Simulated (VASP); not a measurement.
# Sb (R-3m) in VASP: notebook

Runs on Sb. Level: PBE. Tasks: single point, relaxation of cell and atoms.

All numbers are computed with VASP 6.6.1; they aren't measurements. Logs are shortened: lines on timing, memory, paths and dates and some standing lists are left out, and cuts for length are marked.

## Step 1: The cell of the first run

It takes space group R-3m (No. 166, trigonal). Conventional cell: a = 4.375 Å, b = 4.375 Å, c = 11.524 Å, α = 90.00°, β = 90.00°, γ = 120.00°. Sb (site symmetry 3m) has 6 Sb at 2.95 to 3.43 Å within 3.9 Å.

## Step 2: Single point, PBE

Contents of INCAR:

```
ALGO     = Normal         # electronic algorithm
EDIFF    = 1E-6           # SCF threshold, eV
ENCUT    = 520            # plane-wave cutoff, eV
GGA      = PE             # functional
ISIF     = 2              # what is computed and relaxed
ISMEAR   = -1             # smearing method
LASPH    = True           # aspherical terms in the spheres
LCHARG   = True           # write CHGCAR
LELF     = True           # ELF
LREAL    = False          # projectors in reciprocal space
LVHAR    = True         
LWAVE    = False          # write WAVECAR
NBANDS   = 12             # bands
NELM     = 100            # most SCF steps
PREC     = Accurate       # precision mode
SIGMA    = 0.1            # smearing width, eV
```

Contents of KPOINTS:

```
k-points
0
Gamma
  11 11 11
```

Contents of POSCAR:

```
Sb
1.0
    2.1873281693     -1.2628545074      3.8412588944
    0.0000000000      2.5257090147      3.8412588944
   -2.1873281693     -1.2628545074      3.8412588944
Sb
2
Direct
    0.2328618870      0.2328618870      0.2328618870
   -0.2328618870     -0.2328618870     -0.2328618870
```

Potentials or basis: VASP PAW PBE potentials, release 64 (Sb).

On the command line:

```
cat potpaw_PBE.64/Sb/POTCAR > POTCAR
mpirun -np 1 vasp_std > vasp.out
```

OUTCAR:

```text
EDIFF = 1E-6
   ENCUT = 520
   GGA = PE
   ISIF = 2
   ISMEAR = -1
   LASPH = True
   LREAL = False
   NELM = 100
   PREC = Accurate

 ion  position               nearest neighbor table
   1  0.233  0.233  0.233-   2 2.95   2 2.95   2 2.95   2 3.43   2 3.43   2 3.43
   2  0.767  0.767  0.767-   1 2.95   1 2.95   1 2.95   1 3.43   1 3.43   1 3.43

  LATTYP: Found a trigonal (rhomboedric) cell.
 ALAT       =     4.5972248064
 COS(alpha) =     0.5472417165

  Lattice vectors:

 A1 = (   2.1873281693,  -1.2628545074,   3.8412588944)
 A2 = (   0.0000000000,   2.5257090147,   3.8412588944)
 A3 = (  -2.1873281693,  -1.2628545074,   3.8412588944)

Analysis of symmetry for initial positions (statically):
=====================================================================
 Subroutine PRICEL returns:
 Original cell was already a primitive cell.

 Routine SETGRP: Setting up the symmetry group for a
 trigonal (rhombohedral) supercell.

 Subroutine GETGRP returns: Found 12 space group operations
 (whereof 12 operations were pure point group operations)
 out of a pool of 12 trial point group operations.

The static configuration has the point symmetry D_3d.

Analysis of symmetry for dynamics (positions and initial velocities):
=====================================================================
 Subroutine PRICEL returns:
 Original cell was already a primitive cell.

 Routine SETGRP: Setting up the symmetry group for a
 trigonal (rhombohedral) supercell.

 Subroutine GETGRP returns: Found 12 space group operations
 (whereof 12 operations were pure point group operations)
 out of a pool of 12 trial point group operations.

The dynamic configuration has the point symmetry D_3d.

 Subroutine INISYM returns: Found 12 space group operations
 (whereof 12 operations are pure point group operations),
 and found     1 'primitive' translations

----------------------------------------------------------------------------------------

                                     Primitive cell

  volume of cell :      63.6637

  direct lattice vectors                    reciprocal lattice vectors
     2.187328169 -1.262854507  3.841258894     0.228589385 -0.131976143  0.086777107
     0.000000000  2.525709015  3.841258894     0.000000000  0.263952285  0.086777107
    -2.187328169 -1.262854507  3.841258894    -0.228589385 -0.131976143  0.086777107

  length of vectors
     4.597224806  4.597224806  4.597224806     0.277850815  0.277850815  0.277850815

  position of ions in fractional coordinates (direct lattice)
     0.232861887  0.232861887  0.232861887
[... 78 lines left out ...]
   EDIFF  = 0.1E-05   stopping-criterion for ELM
   LREAL  =      F    real-space projection
   EDIFFG = 0.1E-04   stopping-criterion for IOM
   NSW    =      0    number of steps for IOM
   IBRION =     -1    ionic relax: 0-MD 1-quasi-New 2-CG
   NFREE  =      0    steps in history (QN), initial steepest desc. (CG)
   ISIF   =      2    stress and relaxation
   ISYM   =      2    0-nonsym 1-usesym 2-fastsym
   POTIM  = 0.5000    time-step for ionic-motion
   TEBEG  =    0.0;   TEEND  =   0.0 temperature during run
   PSTRESS=    0.0 pullay stress
   NELECT =      10.0000    total number of electrons
   NUPDOWN=      -1.0000    fix difference up-down
   EMIN   =  10.00;   EMAX   =-10.00  energy-range for DOS
   EFERMI =   0.00;   METHOD = LEGACY
   ISMEAR =    -1;   SIGMA  =   0.10  broadening in eV -4-tet -1-fermi 0-gaus
   EFERMI_NEDOS =   21; number of points for ismear=-14 and -15
   IALGO  =     38    algorithm
   IMIX   =      4    mixing-type and parameters
     AMIX     =   0.40;   BMIX     =  1.00
     AMIX_MAG =   1.60;   BMIX_MAG =  1.00
  volume/ion in A,a.u.               =      31.83       214.81
  Fermi-wavevector in a.u.,A,eV,Ry     =   0.883305  1.669205 10.615648  0.780228
  Thomas-Fermi vector in A             =   2.004053
   LORBIT       =      0    0 simple, 1 ext, 2 COOP (PROOUT), +10 PAW based schemes
   GGA     = PE    functional components
[... 5 lines left out ...]
 non-spin polarized calculation
  energy-cutoff  :      520.00
  volume of cell :       63.66
 maximum number of plane-waves:      1737
 NGX is ok and might be reduce to    36
   NGX = 17   NGY = 17   NGZ = 17

 number of electron      10.0000000 magnetization

 Free energy of the ion-electron system (eV)
  ---------------------------------------------------
  ext. energy  EPLUGINS =         0.00000000
  ---------------------------------------------------
  free energy    TOTEN  =        -8.27990092 eV

  energy without entropy =       -8.27105906  energy(sigma->0) =       -8.27547999

 E-fermi :   6.6291     XC(G=0):  -9.3027

 val. band max:        6.6133718034   @ k =   0.4545   0.0000   0.0000
 cond. band min:       6.7487563847   @ k =   0.3636   0.1818   0.1818
 fundamental gap:      0.1353845813
 Fermi energy:         6.6290740161

 k-point     1 :       0.0000    0.0000    0.0000
  band No.  band energies     occupation
      1      -5.6964      2.00000
      2       1.5825      2.00000
      3       4.6892      2.00000
      4       4.9477      2.00000
      5       4.9477      2.00000
      6       8.6134      0.00000
      7       9.2309      0.00000
      8       9.2309      0.00000
      9      11.8148      0.00000
     10      11.8148      0.00000
     11      11.9442      0.00000
     12      13.3546      0.00000
[... 331 lines left out ...]
 k-point    24 :      -0.1818    0.1818   -0.0000
  band No.  band energies     occupation
      1      -4.7694      2.00000
      2      -0.6767      2.00000
      3       3.4741      2.00000
      4       5.4824      1.99998
      5       5.5623      1.99995
      6       7.0846      0.02081
      7       7.4055      0.00085
      8       9.8975      0.00000
      9      11.0767      0.00000
     10      12.5202      0.00000
     11      14.4464      0.00000
     12      14.5441      0.00000

 [... further k-points ...]
[... 5 lines left out ...]
  --------------------------------------------------------------------------------------
  -------------------------------------------------------------------------------------
  Total        0.0188417      0.0188417      0.0138831      0.0000000     -0.0000000      0.0000000
  in kB        0.4741761      0.4741761      0.3493864      0.0000000     -0.0000000      0.0000000
  external PRESSURE =       0.4325795 kB  Pullay stress =       0.0000000 kB

 VOLUME and BASIS-vectors are now :
 -----------------------------------------------------------------------------
  energy-cutoff  :      520.00
  volume of cell :       63.66
      direct lattice vectors                 reciprocal lattice vectors
     2.187328169 -1.262854507  3.841258894     0.228589385 -0.131976143  0.086777107
     0.000000000  2.525709015  3.841258894     0.000000000  0.263952285  0.086777107
    -2.187328169 -1.262854507  3.841258894    -0.228589385 -0.131976143  0.086777107

 POSITION                                       TOTAL-FORCE (eV/Angst)
 -----------------------------------------------------------------------------------
      0.00000     -0.00000      2.68345         0.000000     -0.000000      0.036529
      0.00000     -0.00000      8.84033         0.000000      0.000000     -0.036529
 -----------------------------------------------------------------------------------
    total drift:                                0.000000      0.000000     -0.000000

  FREE ENERGIE OF THE ION-ELECTRON SYSTEM (eV)
  ---------------------------------------------------
  free  energy   TOTEN  =        -8.2799009197 eV

  energy  without entropy=       -8.2710590634  energy(sigma->0) =       -8.27547999
```

It took 76 s on 1 thread of Intel Xeon Platinum 8259CL at 2.50GHz (Skylake/Cascade Lake), shared host; peak memory 0.26 GiB.

What came out:

| Item | Value |
| --- | --- |
| Free energy | -8.2799 eV |
| Pressure | 0.0 GPa |
| Largest force | 0.037 eV/Å |
| Band gap on the k mesh | zero (band 5 reaches 6.75 eV, above the bottom of band 6 at 6.61 eV) |

Forces in eV/Å, atoms in the order of the input:
```
Sb   0.000  0.000  0.037
Sb   0.000  0.000 -0.037
```

Caveat: spin-orbit coupling is left out, which moves the levels of the heavy elements.

## Step 3: Relaxation of cell and atoms, PBE

This run uses another cell than the first one, of 30.80 Å³/atom, 0.968 times its volume.

Contents of INCAR:

```
  PREC = Accurate
  ENCUT = 600
  EDIFF = 1E-6
  ISMEAR = -1
  SIGMA = 0.1
  LREAL = False
  LASPH = True
  NELM = 60
  ALGO = Normal
  ISIF = 3
  LWAVE = False
  LCHARG = False
  GGA = PE
  IBRION = 2
  NSW = 60
  EDIFFG = -0.005
```

Contents of KPOINTS:

```
regular mesh
0
Gamma
  11 11 11
```

Contents of POSCAR:

```
Sb
1.0
    2.1591285069     -1.2465734247      3.8144603622
    0.0000000000      2.4931468494      3.8144603622
   -2.1591285069     -1.2465734247      3.8144603622
Sb
2
Direct
    0.2320000000      0.2320000000      0.2320000000
   -0.2320000000     -0.2320000000     -0.2320000000
```

Potentials or basis: VASP PAW PBE potentials, release 64 (Sb).

On the command line:

```
cat potpaw_PBE.64/Sb/POTCAR > POTCAR
mpirun -np 1 vasp_std > vasp.out
```

Run time: 2.6 min. Hardware: 1 thread of Intel Xeon 6975P-C (Granite Rapids), shared host; peak memory 0.28 GiB.

It converged, with:

| Item | Value |
| --- | --- |
| Free energy | -8.2801 eV |
| Relaxed volume | 31.75 Å³/atom |
| Relaxed cell | a = 4.587 Å, b = 4.587 Å, c = 4.587 Å, α = 56.98°, β = 56.98°, γ = 56.98° |
| Space group after relaxing (to 0.05 Å) | R-3m (No. 166) |
| Energy gained by relaxing | 8.9 meV/atom |
| Ionic steps | 13 |
| Pressure after relaxing | 0.0 GPa |
| Band gap on the k mesh | zero (band 5 reaches 6.78 eV, above the bottom of band 6 at 6.64 eV) |

Step by step:
```csv
step,energy change (eV),largest force (eV/Å),pressure (GPa),volume (Å³)
1,0.0000,0.3113,2.19,61.60
2,-0.0093,0.1474,-1.38,65.42
3,-0.0174,0.0277,-0.04,63.82
4,-0.0175,0.0220,-0.03,63.76
5,-0.0177,0.0049,0.00,63.58
6,-0.0175,0.0282,0.07,63.23
7,-0.0177,0.0036,0.01,63.50
8,-0.0177,0.0029,-0.01,63.51
9,-0.0177,0.0032,-0.02,63.52
10,-0.0177,0.0023,-0.04,63.53
11,-0.0177,0.0028,-0.03,63.52
12,-0.0177,0.0070,0.04,63.44
13,-0.0177,0.0006,0.00,63.49
```

Final structure:
```yaml
crystal:
  lattice:
    - [2.18795, -1.26322, 3.82866]
    - [0.00000, 2.52643, 3.82866]
    - [-2.18795, -1.26322, 3.82866]
  atoms:
    - { symbol: Sb, position: [0.23338, 0.23338, 0.23338] }
    - { symbol: Sb, position: [0.76662, 0.76662, 0.76662] }
```

Levels at points of the mesh, in eV from the Fermi level:
```tsv
k point	band 3	band 4	band 5	band 6	band 7	band 8
(0.00, 0.00, 0.00)	-1.93	-1.68	-1.68	2.04	2.63	2.63
```

Caveat: spin-orbit coupling is left out, which moves the levels of the heavy elements.
